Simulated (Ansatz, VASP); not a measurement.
## SrCl2 in VASP and in Ansatz

File INCAR:

```
SYSTEM = SrCl2
PREC = Accurate
ENCUT = 520
EDIFF = 1E-7
ISMEAR = 0
SIGMA = 0.05
LREAL = .FALSE.
LASPH = .TRUE.
NELM = 60
ALGO = Normal
ISIF = 2
LWAVE = .FALSE.
LCHARG = .TRUE.
GGA = PE
LELF = .TRUE.
LVHAR = .TRUE.
NBANDS = 19
```

KPOINTS

```
regular mesh
0
G
  6 6 6
  0 0 0
```

POSCAR

```
SrCl2
1.0
    0.0325894250      3.4855000000      3.4855000000
    3.5180894250      0.0000000000      3.5180894250
    3.4855000000      3.4855000000      0.0325894250
Sr Cl
1 2
Direct
    0.0000000000      0.0000000000      0.0000000000
    0.2500000000      0.2500000000      0.2500000000
    0.7500000000      0.7500000000      0.7500000000
```

Input for Ansatz:

```yaml
crystal:
  lattice:
    - [0.032589425, 3.4855, 3.4855]
    - [3.518089425, 0.0, 3.518089425]
    - [3.4855, 3.4855, 0.032589425]
  atoms:
    - { symbol: Sr, position: [0.0, 0.0, 0.0] }
    - { symbol: Cl, position: [0.25, 0.25, 0.25] }
    - { symbol: Cl, position: [0.75, 0.75, 0.75] }
basis:
  ecutwfc: 420
kpoints:
  mp_grid: { grid: [6, 6, 6] }
hamiltonian:
  xc: pbe
scf:
  occupations: { method: gaussian, width: 0.05 }
output:
  forces: true
  stress: true
  eigenvalues: true
```

Change from the starting cell: strain +0.0187 x Voigt [0, 0, 0, 0, 1, 0], atoms carried along.

Alike in both runs: task single point; functional PBE; k mesh 6 × 6 × 6; occupations gaussian, width 0.05 eV; no spin polarisation.

```csv
,VASP,Ansatz
version,VASP 6.6.1,Ansatz 0.2.0
potentials or method,"VASP PAW PBE potentials, release 64 (Sr_sv, Cl), cutoff 520 eV","scalar-relativistic, plane waves, PAW"
valence electrons in the cell,24,24
```

Ansatz gave:

```
gap on the k mesh at the Fermi level (eV)                     : 5.35
least direct gap on the mesh (eV)                             : 5.51
pressure (GPa)                                                : 1.1
traceless stress, the component that is largest in VASP (GPa) : -0.28
rms of the force components (eV/Å)                            : 0.022
```

Q: Estimate VASP's values.

A: gap on the k mesh at the Fermi level (eV): 5.35; least direct gap on the mesh (eV): 5.51; pressure (GPa): 1.2; traceless stress, the component that is largest in VASP (GPa): -0.28; rms of the force components (eV/Å): 0.023.

Atom by atom the forces differ by 0.001 eV/Å (rms over components).
